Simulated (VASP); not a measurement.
Write the native input for VASP 6.6.1 that does the following.

```
Task                   : electric field gradients
Functional             : LDA
Potentials or basis    : VASP PAW LDA potentials, release 64 (Si, W_sv)
Cutoff                 : 520 eV
k mesh                 : 11 × 11 × 14
Occupations            : fermi-dirac, width 0.05 eV
Spin                   : no spin polarisation
Dipole correction      : no
Further INCAR settings : ALGO = Normal; EDIFF = 1e-08; NBANDS = 18; ISYM = 0
```

The structure of Si2W lies in POSCAR:

```
Si2W
1.0
   -1.6060000000      1.6060000000      4.0188000000
    1.6060000000     -1.6060000000      4.0188000000
    1.6060000000      1.6060000000     -4.0188000000
Si W
2 1
Direct
    0.3330000000      0.3330000000      0.0000000000
    0.6670000000      0.6670000000      0.0000000000
    0.0000000000      0.0000000000      0.0000000000
```

This cell differs from its parent crystal: zz strain of +2 %.

The input as run:

INCAR

```
  PREC = Accurate
  ENCUT = 520
  EDIFF = 1E-8
  ISMEAR = -1
  SIGMA = 0.05
  LREAL = False
  LASPH = True
  NELM = 100
  ALGO = Normal
  ISIF = 2
  LWAVE = False
  LCHARG = False
  LEFG = True
  ISYM = 0
  NBANDS = 18
```

KPOINTS

```
Automatic mesh
0
Gamma
  11 11 14
```

Potentials or basis: VASP PAW LDA potentials, release 64 (Si, W_sv).

The run is started by

```bash
$ cat potpaw_LDA.64/Si/POTCAR potpaw_LDA.64/W_sv/POTCAR > POTCAR
$ mpirun -np 1 vasp_std > vasp.out
```

It gave:

The pressure is -10.8 GPa. The largest force is 0.365 eV/Å and the band gap on the k mesh is zero (bands 11 and 12 overlap by 1.34 eV). The largest electric field gradient by atom is Si -5.6; W -77.8 V/Å².

Caveat: the cell differs from its parent crystal (zz strain of +2 %); the stress differs along the axes, from -18 to -7 GPa; without QUAD_EFG the Cq values of the log hold for a quadrupole moment of 1 mb, not for the nuclei; spin-orbit coupling is left out, which moves the levels of the heavy elements.

Run time: 21 min on 1 thread of Intel Xeon 8259CL, with other jobs on the host, peak memory 0.66 GiB.
